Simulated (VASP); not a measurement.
# Pt (Pm-3n) in VASP: notebook

Pt is run at these levels: BLYP; tasks: single point, relaxation of cell and atoms.

All numbers are computed with VASP 6.6.1; they aren't measurements. Logs are shortened: lines on timing, memory, paths and dates and some standing lists are left out, and cuts for length are marked.

## 1. The cell of the first run

It takes space group Pm-3n (No. 223, cubic). The conventional cell has a = 5.172 Å, b = 5.172 Å, c = 5.172 Å, α = 90.00°, β = 90.00°, γ = 90.00°. Within 3.8 Å of Pt (site symmetry m-3) lie 12 Pt at 2.89 Å. Within 3.4 Å of Pt (site symmetry -4m2) lie 14 Pt at 2.59 to 3.17 Å.

## 2. Single point, BLYP

INCAR reads:

```
  AGGAC = 1.0
  AGGAX = 1.0
  ALDAC = 0.0
  ALDAX = 1.0
  ALGO = Normal
  EDIFF = 1E-6
  ENCUT = 520
  GGA = B5
  ISIF = 2
  ISMEAR = -1
  LASPH = T
  LCHARG = F
  LREAL = F
  LWAVE = F
  NBANDS = 50
  NELM = 60
  PREC = Accurate
  SIGMA = 0.1
```

KPOINTS reads:

```
k-points
0
Gamma
  5 5 5
```

POSCAR reads:

```
Pt
1.0
    5.1715886113      0.0000000000      0.0000000000
    0.0000000000      5.1715886113      0.0000000000
    0.0000000000      0.0000000000      5.1715886113
Pt
8
Direct
    1.0000000000      0.0000000000      1.0000000000
    0.5000000000      0.5000000000      0.5000000000
    0.2500000000      1.0000000000      0.5000000000
    0.7500000000      1.0000000000      0.5000000000
    0.5000000000      0.2500000000      0.0000000000
    0.5000000000      0.7500000000      0.0000000000
    0.0000000000      0.5000000000      0.2500000000
    0.0000000000      0.5000000000      0.7500000000
```

Potentials or basis: VASP PAW PBE potentials, release 64 (Pt).

Launch:

```
$ cat potpaw_PBE.64/Pt/POTCAR > POTCAR
$ mpirun -np 1 vasp_std > vasp.out
```

OUTCAR:

```text
EDIFF = 1E-6
   ENCUT = 520
   GGA = B5
   ISIF = 2
   ISMEAR = -1
   LASPH = T
   LREAL = F
   NELM = 60
   PREC = Accurate

 ion  position               nearest neighbor table
   1  0.000  0.000  0.000-   3 2.89   4 2.89   5 2.89   6 2.89   7 2.89   8 2.89   3 2.89   4 2.89
                             7 2.89   8 2.89   5 2.89   6 2.89
   2  0.500  0.500  0.500-   3 2.89   4 2.89   5 2.89   6 2.89   7 2.89   8 2.89   5 2.89   6 2.89
                             3 2.89   4 2.89   7 2.89   8 2.89
   3  0.250  0.000  0.500-   4 2.59   4 2.59   1 2.89   1 2.89   2 2.89   2 2.89   5 3.17   6 3.17
                             6 3.17   5 3.17   8 3.17   7 3.17   8 3.17   7 3.17
   4  0.750  0.000  0.500-   3 2.59   3 2.59   1 2.89   1 2.89   2 2.89   2 2.89   5 3.17   6 3.17
                             6 3.17   5 3.17   8 3.17   7 3.17   8 3.17   7 3.17
   5  0.500  0.250  0.000-   6 2.59   6 2.59   1 2.89   2 2.89   2 2.89   1 2.89   3 3.17   4 3.17
                             3 3.17   4 3.17   8 3.17   7 3.17   7 3.17   8 3.17
   6  0.500  0.750  0.000-   5 2.59   5 2.59   1 2.89   2 2.89   2 2.89   1 2.89   3 3.17   4 3.17
                             3 3.17   4 3.17   8 3.17   7 3.17   7 3.17   8 3.17
   7  0.000  0.500  0.250-   8 2.59   8 2.59   1 2.89   2 2.89   1 2.89   2 2.89   3 3.17   4 3.17
                             5 3.17   3 3.17   4 3.17   6 3.17   5 3.17   6 3.17
   8  0.000  0.500  0.750-   7 2.59   7 2.59   1 2.89   2 2.89   1 2.89   2 2.89   3 3.17   4 3.17
                             5 3.17   3 3.17   4 3.17   6 3.17   5 3.17   6 3.17

  LATTYP: Found a simple cubic cell.
 ALAT       =     5.1715886113

  Lattice vectors:

 A1 = (   5.1715886113,   0.0000000000,   0.0000000000)
 A2 = (   0.0000000000,   5.1715886113,   0.0000000000)
 A3 = (   0.0000000000,   0.0000000000,   5.1715886113)

Analysis of symmetry for initial positions (statically):
=====================================================================
 Subroutine PRICEL returns:
 Original cell was already a primitive cell.

 Routine SETGRP: Setting up the symmetry group for a
 simple cubic supercell.

 Subroutine GETGRP returns: Found 48 space group operations
 (whereof 24 operations were pure point group operations)
 out of a pool of 48 trial point group operations.

The static configuration has the point symmetry T_h .
 The point group associated with its full space group is O_h .

Analysis of symmetry for dynamics (positions and initial velocities):
=====================================================================
 Subroutine PRICEL returns:
 Original cell was already a primitive cell.

 Routine SETGRP: Setting up the symmetry group for a
 simple cubic supercell.

 Subroutine GETGRP returns: Found 48 space group operations
 (whereof 24 operations were pure point group operations)
 out of a pool of 48 trial point group operations.

The dynamic configuration has the point symmetry T_h .
 The point group associated with its full space group is O_h .

 Subroutine INISYM returns: Found 48 space group operations
 (whereof 24 operations are pure point group operations),
 and found     1 'primitive' translations

----------------------------------------------------------------------------------------

                                     Primitive cell

  volume of cell :     138.3158

  direct lattice vectors                    reciprocal lattice vectors
     5.171588611  0.000000000  0.000000000     0.193364182  0.000000000  0.000000000
     0.000000000  5.171588611  0.000000000     0.000000000  0.193364182  0.000000000
     0.000000000  0.000000000  5.171588611     0.000000000  0.000000000  0.193364182

  length of vectors
     5.171588611  5.171588611  5.171588611     0.193364182  0.193364182  0.193364182

  position of ions in fractional coordinates (direct lattice)
     0.000000000  0.000000000  0.000000000
     0.500000000  0.500000000  0.500000000
     0.250000000  0.000000000  0.500000000
     0.750000000  0.000000000  0.500000000
     0.500000000  0.250000000  0.000000000
     0.500000000  0.750000000  0.000000000
     0.000000000  0.500000000  0.250000000
     0.000000000  0.500000000  0.750000000

  ion indices of the primitive-cell ions
   primitive index   ion index
                 1           1
                 2           2
                 3           3
                 4           4
                 5           5
                 6           6
                 7           7
                 8           8

----------------------------------------------------------------------------------------

 KPOINTS: k-points

Automatic generation of k-mesh.
 Grid dimensions read from file:
 generate k-points for:    5    5    5

 Generating k-lattice:

  Cartesian coordinates                     Fractional coordinates (reciprocal lattice)
     0.038672836  0.000000000  0.000000000     0.200000000  0.000000000  0.000000000
     0.000000000  0.038672836  0.000000000     0.000000000  0.200000000  0.000000000
     0.000000000  0.000000000  0.038672836     0.000000000  0.000000000  0.200000000

  Length of vectors
     0.038672836  0.038672836  0.038672836

  Shift w.r.t. Gamma in fractional coordinates (k-lattice)
     0.000000000  0.000000000  0.000000000

 Subroutine IBZKPT returns following result:
 ===========================================

 Found     10 irreducible k-points:

 Following reciprocal coordinates:
            Coordinates               Weight
  0.000000  0.000000  0.000000      1.000000
  0.200000  0.000000  0.000000      6.000000
  0.400000  0.000000  0.000000      6.000000
  0.200000  0.200000  0.000000     12.000000
  0.400000  0.200000  0.000000     24.000000
  0.400000  0.400000  0.000000     12.000000
  0.200000  0.200000  0.200000      8.000000
  0.400000  0.200000  0.200000     24.000000
  0.400000  0.400000  0.200000     24.000000
  0.400000  0.400000  0.400000      8.000000
   k-points           NKPTS =     10   k-points in BZ     NKDIM =     10   number of bands    NBANDS=     50
   number of dos      NEDOS =    301   number of ions     NIONS =      8
   total plane-waves  NPLWV =  64000
   dimension x,y,z NGX =    40 NGY =   40 NGZ =   40
   dimension x,y,z NGXF=    80 NGYF=   80 NGZF=   80
   ions per type =               8
   NGX,Y,Z   is equivalent  to a cutoff of  12.86, 12.86, 12.86 a.u.
   NGXF,Y,Z  is equivalent  to a cutoff of  25.72, 25.72, 25.72 a.u.
 SYSTEM =  unknown system
   PREC   = accura    normal or accurate (medium, high low for compatibility)
   ISTART =      0    job   : 0-new  1-cont  2-samecut
   ICHARG =      2    charge: 1-file 2-atom 10-const
   ISPIN  =      1    spin polarized calculation?
   LNONCOLLINEAR =      F non collinear calculations
   LSORBIT =      F    spin-orbit coupling
   LASPH  =      T    aspherical Exc in radial PAW
   ENCUT  =  520.0 eV  38.22 Ry    6.18 a.u.   9.62  9.62  9.62*2*pi/ulx,y,z
   NELM   =     60;   NELMIN=  2; NELMDL= -5     # of ELM steps
   EDIFF  = 0.1E-05   stopping-criterion for ELM
   LREAL  =      F    real-space projection
   EDIFFG = 0.1E-04   stopping-criterion for IOM
   NSW    =      0    number of steps for IOM
   IBRION =     -1    ionic relax: 0-MD 1-quasi-New 2-CG
   NFREE  =      0    steps in history (QN), initial steepest desc. (CG)
   ISIF   =      2    stress and relaxation
   ISYM   =      2    0-nonsym 1-usesym 2-fastsym
   POTIM  = 0.5000    time-step for ionic-motion
   TEBEG  =    0.0;   TEEND  =   0.0 temperature during run
   PSTRESS=    0.0 pullay stress
   NELECT =      80.0000    total number of electrons
   NUPDOWN=      -1.0000    fix difference up-down
   EMIN   =  10.00;   EMAX   =-10.00  energy-range for DOS
   EFERMI =   0.00;   METHOD = LEGACY
   ISMEAR =    -1;   SIGMA  =   0.10  broadening in eV -4-tet -1-fermi 0-gaus
   EFERMI_NEDOS =   21; number of points for ismear=-14 and -15
   IALGO  =     38    algorithm
   IMIX   =      4    mixing-type and parameters
     AMIX     =   0.40;   BMIX     =  1.00
     AMIX_MAG =   1.60;   BMIX_MAG =  1.00
  volume/ion in A,a.u.               =      17.29       116.68
  Fermi-wavevector in a.u.,A,eV,Ry     =   1.363999  2.577585 25.313564  1.860494
  Thomas-Fermi vector in A             =   2.490353
   LORBIT       =      0    0 simple, 1 ext, 2 COOP (PROOUT), +10 PAW based schemes
   GGA     = B5    functional components
   LHFCALC =     F    Hartree Fock is set to
   AEXX    =    0.0000 exact exchange contribution
   IVDW    =     0    specifies the selected vdW correction
   LEPSILON=     F    determine dielectric tensor
   LRPA    =     F    only Hartree local field effects (RPA)
 non-spin polarized calculation
  energy-cutoff  :      520.00
  volume of cell :      138.32
 maximum number of plane-waves:      3759
 NGX is ok and might be reduce to    40
   NGX = 19   NGY = 19   NGZ = 19

 number of electron      79.9999988 magnetization

 Free energy of the ion-electron system (eV)
  ---------------------------------------------------
  ext. energy  EPLUGINS =         0.00000000
  ---------------------------------------------------
  free energy    TOTEN  =       -38.53094731 eV

  energy without entropy =      -38.04054211  energy(sigma->0) =      -38.28574471

 E-fermi :   9.3902     XC(G=0): -11.9938

 val. band max:        9.3859614014   @ k =   0.2000   0.2000   0.0000
 cond. band min:       9.4343953979   @ k =   0.4000   0.4000   0.2000
 fundamental gap:      0.0484339964
 Fermi energy:         9.3902168590

 k-point     1 :       0.0000    0.0000    0.0000
  band No.  band energies     occupation
      1       0.7245      2.00000
      2       3.1329      2.00000
      3       3.1329      2.00000
      4       4.2520      2.00000
      5       4.3779      2.00000
      6       4.5956      2.00000
[... 42 lines left out ...]
     49      16.3681      0.00000
     50      16.3681      0.00000
[... 475 lines left out ...]
     49      17.9860      0.00000
     50      18.3553      0.00000

------------------------ aborting loop because EDIFF is reached ----------------------------------------

  FORCE on cell =-STRESS in cart. coord.  units (eV):
  Direction    XX          YY          ZZ          XY          YZ          ZX
  --------------------------------------------------------------------------------------
  -------------------------------------------------------------------------------------
  Total        0.7455517      0.7455517      0.7455517      0.0000000      0.0000000     -0.0000000
  in kB        8.6360752      8.6360752      8.6360752      0.0000000      0.0000000     -0.0000000
  external PRESSURE =       8.6360752 kB  Pullay stress =       0.0000000 kB

 VOLUME and BASIS-vectors are now :
 -----------------------------------------------------------------------------
  energy-cutoff  :      520.00
  volume of cell :      138.32
      direct lattice vectors                 reciprocal lattice vectors
     5.171588611  0.000000000  0.000000000     0.193364182  0.000000000  0.000000000
     0.000000000  5.171588611  0.000000000     0.000000000  0.193364182  0.000000000
     0.000000000  0.000000000  5.171588611     0.000000000  0.000000000  0.193364182

 POSITION                                       TOTAL-FORCE (eV/Angst)
 -----------------------------------------------------------------------------------
      0.00000      0.00000      0.00000         0.000000     -0.000000     -0.000000
      2.58579      2.58579      2.58579         0.000000     -0.000000     -0.000000
      1.29290      0.00000      2.58579        -0.000000      0.000000      0.000000
      3.87869      0.00000      2.58579         0.000000     -0.000000     -0.000000
      2.58579      1.29290      0.00000        -0.000000     -0.000000     -0.000000
      2.58579      3.87869      0.00000         0.000000     -0.000000      0.000000
      0.00000      2.58579      1.29290        -0.000000     -0.000000     -0.000000
      0.00000      2.58579      3.87869         0.000000      0.000000      0.000000
 -----------------------------------------------------------------------------------
    total drift:                               -0.000000     -0.000000      0.000000

  FREE ENERGIE OF THE ION-ELECTRON SYSTEM (eV)
  ---------------------------------------------------
  free  energy   TOTEN  =       -38.5309473145 eV

  energy  without entropy=      -38.0405421094  energy(sigma->0) =      -38.28574471
```

Wall time 86 s (1 thread of Intel Xeon Platinum 8488C (Sapphire Rapids), shared host); peak memory 0.25 GiB.

What came out:

| Property | Result |
| --- | --- |
| Free energy | -38.5309 eV |
| Pressure | 0.9 GPa |
| Band gap on the k mesh | zero (band 40 reaches 9.52 eV, above the bottom of band 41 at 9.17 eV) |

Caveat: the PAW data sets were made with another functional, which shifts forces and pressure a little; spin-orbit coupling is left out, which moves the levels of the heavy elements.

## 3. Single point, BLYP

INCAR reads:

```
SYSTEM = Pt
AGGAC = 1.0
AGGAX = 1.0
ALDAC = 0.0
ALDAX = 1.0
ALGO = Normal
EDIFF = 1E-6
ENCUT = 520
GGA = B5
ISIF = 2
ISMEAR = -1
LASPH = .TRUE.
LCHARG = .TRUE.
LELF = .TRUE.
LREAL = .FALSE.
LVHAR = .TRUE.
LWAVE = .FALSE.
NBANDS = 50
NELM = 60
PREC = Accurate
SIGMA = 0.1
```

KPOINTS reads:

```
k-points
0
G
  7 7 7
  0 0 0
```

POSCAR is that of step 2.

Potentials or basis: VASP PAW PBE potentials, release 64 (Pt).

Launch:

```
$ cat potpaw_PBE.64/Pt/POTCAR > POTCAR
$ mpirun -np 1 vasp_std > vasp.out
```

It took 2.3 min on 1 thread of Intel Xeon Platinum 8488C (Sapphire Rapids), shared host; peak memory 0.29 GiB.

It converged, with:

```yaml
Free_energy: -38.5680 eV
Pressure: 0.8 GPa
Band_gap_on_the_k_mesh: zero (band 40 reaches 9.52 eV, above the bottom of band 41 at 9.16 eV)
```

Levels at points of the mesh, in eV from the Fermi level:
| k point | band 36 | band 37 | band 38 | band 39 | band 40 | band 41 | band 42 | band 43 | band 44 | band 45 |
| --- | --- | --- | --- | --- | --- | --- | --- | --- | --- | --- |
| (0.00, 0.00, 0.00) | -0.18 | -0.18 | -0.18 | 0.14 | 0.14 | 0.14 | 2.34 | 2.34 | 2.34 | 2.94 |

Caveat: the PAW data sets were made with another functional, which shifts forces and pressure a little; spin-orbit coupling is left out, which moves the levels of the heavy elements.

## 4. Relaxation of cell and atoms, BLYP

This run uses another cell than the first one, of 15.09 Å³/atom, 0.873 times its volume.

INCAR reads:

```
PREC = Accurate
ENCUT = 600
EDIFF = 1E-6
ISMEAR = -1
SIGMA = 0.1
LREAL = F
LASPH = T
NELM = 60
ALGO = Normal
ISIF = 3
LWAVE = F
LCHARG = F
GGA = B5
ALDAX = 1.0
AGGAX = 1.0
AGGAC = 1.0
ALDAC = 0.0
IBRION = 2
NSW = 80
EDIFFG = -0.01
```

KPOINTS reads:

```
Automatic mesh
0
Gamma
  5 5 5
```

POSCAR reads:

```
Pt
1.0
    4.9427962708      0.0000000000      0.0000000000
    0.0000000000      4.9427962708      0.0000000000
    0.0000000000      0.0000000000      4.9427962708
Pt
8
Direct
    0.0000000000      0.0000000000      0.0000000000
    0.5000000000      0.5000000000      0.5000000000
    0.2500000000      0.0000000000      0.5000000000
    0.7500000000      0.0000000000      0.5000000000
    0.5000000000      0.2500000000      0.0000000000
    0.5000000000      0.7500000000      0.0000000000
    0.0000000000      0.5000000000      0.2500000000
    0.0000000000      0.5000000000      0.7500000000
```

Launch:

```
$ cat potpaw_PBE.64/Pt/POTCAR > POTCAR
$ mpirun -np 1 vasp_std > vasp.out
```

Wall time 5.3 min (1 thread of Intel Xeon Platinum 8488C (Sapphire Rapids), shared host); peak memory 0.26 GiB.

Results (log left out):

```
Free energy                            : -38.5228 eV
Relaxed volume                         : 17.37 Å³/atom
Relaxed cell                           : a = 5.180 Å, b = 5.180 Å, c = 5.180 Å, α = 90.00°, β = 90.00°, γ = 90.00°
Space group after relaxing (to 0.05 Å) : Pm-3n (No. 223)
Energy gained by relaxing              : 226.9 meV/atom
Ionic steps                            : 5
Pressure after relaxing                : 0.0 GPa
Band gap on the k mesh                 : zero (band 40 reaches 9.44 eV, above the bottom of band 41 at 9.09 eV)
```

Step by step:
| step | energy change (eV) | largest force (eV/Å) | pressure (GPa) | volume (Å³) |
| --- | --- | --- | --- | --- |
| 1 | 0.0000 | 0.0000 | 37.10 | 120.76 |
| 2 | 3.7819 | 0.0000 | -22.86 | 192.72 |
| 3 | -1.7903 | 0.0000 | -3.08 | 141.52 |
| 4 | -1.8138 | 0.0000 | -0.77 | 139.59 |
| 5 | -1.8152 | 0.0000 | 0.01 | 138.98 |

Final structure:
```
Pt
1.0
     5.17982    0.00000    0.00000
     0.00000    5.17982    0.00000
     0.00000    0.00000    5.17982
Pt
8
Direct
  0.00000 0.00000 0.00000
  0.50000 0.50000 0.50000
  0.25000 0.00000 0.50000
  0.75000 0.00000 0.50000
  0.50000 0.25000 0.00000
  0.50000 0.75000 0.00000
  0.00000 0.50000 0.25000
  0.00000 0.50000 0.75000
```

Levels at points of the mesh, in eV from the Fermi level:
| k point | band 36 | band 37 | band 38 | band 39 | band 40 | band 41 | band 42 | band 43 | band 44 | band 45 |
| --- | --- | --- | --- | --- | --- | --- | --- | --- | --- | --- |
| (0.00, 0.00, 0.00) | -0.19 | -0.19 | -0.19 | 0.13 | 0.13 | 0.13 | 2.31 | 2.31 | 2.31 | 2.92 |

Caveat: the volume moved by over 15 % at a fixed basis, so the end points are rough; the PAW data sets were made with another functional, which shifts forces and pressure a little; spin-orbit coupling is left out, which moves the levels of the heavy elements.

## 5. The runs side by side

```csv
task,cell,k mesh,cutoff (eV),gap on the mesh (eV),pressure (GPa)
single point,"a = 5.172 Å, 8 atoms",5 × 5 × 5,520,none,0.9
single point,"a = 5.172 Å, 8 atoms",7 × 7 × 7,520,none,0.8
relaxation of cell and atoms,"relaxed from a = 4.943 Å, 8 atoms",5 × 5 × 5,600,none,0.0
```

Alike in all rows: level BLYP; potentials or basis VASP PAW PBE potentials, release 64 (Pt); no spin polarisation; smearing fermi-dirac 0.1 eV.

Caveats: the PAW data sets were made with another functional, which shifts forces and pressure a little; spin-orbit coupling is left out, which moves the levels of the heavy elements; the volume moved by over 15 % at a fixed basis, so the end points are rough (some runs).

Total energies depend on the potentials used, so only differences within one code and one set of settings carry meaning.
